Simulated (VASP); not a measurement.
Crystal: HfBr2F2.

```xyz
5
Lattice="4.3475 0.0000 0.0000 -2.1738 3.7651 0.0000 0.0000 0.0000 5.9929" Properties=species:S:1:pos:R:3 pbc="T T T"
Hf    0.0000    0.0000    0.0000
Br    0.0000    2.5101    2.6728
Br    2.1738    1.2550    3.3201
F     0.0000    2.5101    1.3544
F     2.1738    1.2550    4.6385
```

* Program: VASP 6.6.1
* Task: relaxation of cell and atoms
* Functional: PBE
* Potentials or basis: VASP PAW PBE potentials, release 64 (Hf_pv, Br, F)
* Cutoff: 600 eV
* k mesh: 6 × 6 × 4
* Occupations: gaussian, width 0.1 eV
* Spin: no spin polarisation

At the start: pressure 75.4 GPa; volume 19.62 Å³/atom.

Where does the relaxation end?

Over 20 steps the energy falls by 6603.7 meV/atom and the volume is 18.67 Å³/atom (-4.9 %); space group P-3m1 (No. 164, to 0.05 Å).

Step by step:
```csv
step,energy change (eV),largest force (eV/Å),pressure (GPa),volume (Å³)
1,0.0000,42.0226,75.37,98.10
2,3.5202,21.6596,-6.24,256.25
3,-26.7625,1.8746,-15.02,154.62
4,-27.0932,1.7014,-15.02,151.80
5,-28.9701,1.4453,-14.37,124.63
6,-28.9542,2.4520,-12.51,111.12
7,-29.0812,1.8968,-13.70,117.62
8,-31.5785,2.5223,-4.34,92.20
9,-31.8132,2.6371,3.59,84.92
10,-32.4447,1.3655,4.54,84.36
11,-32.7494,0.7760,8.13,83.64
12,-32.9181,0.5476,-4.24,95.09
13,-32.9647,0.3707,-0.90,91.19
14,-32.9903,0.3250,-0.42,91.36
15,-32.9984,0.2845,0.05,91.51
16,-33.0117,0.1034,0.60,91.69
17,-33.0130,0.0506,0.83,91.76
18,-33.0165,0.0298,-0.47,93.53
19,-33.0168,0.0346,-0.19,93.13
20,-33.0187,0.0313,-0.11,93.33
```

Final structure:
```
Hf Br F
1.0
     3.76564    0.00000    0.00000
    -1.88282    3.26114    0.00000
     0.00000    0.00000    7.59970
Hf Br F
1 2 2
Direct
  0.00000 0.00000 0.00000
  0.33333 0.66667 0.70106
  0.66667 0.33333 0.29894
  0.33333 0.66667 0.06071
  0.66667 0.33333 0.93929
```

Caveat: this functional lacks dispersion, which binds the layers, so the pressure and a relaxed spacing across them are unreliable.
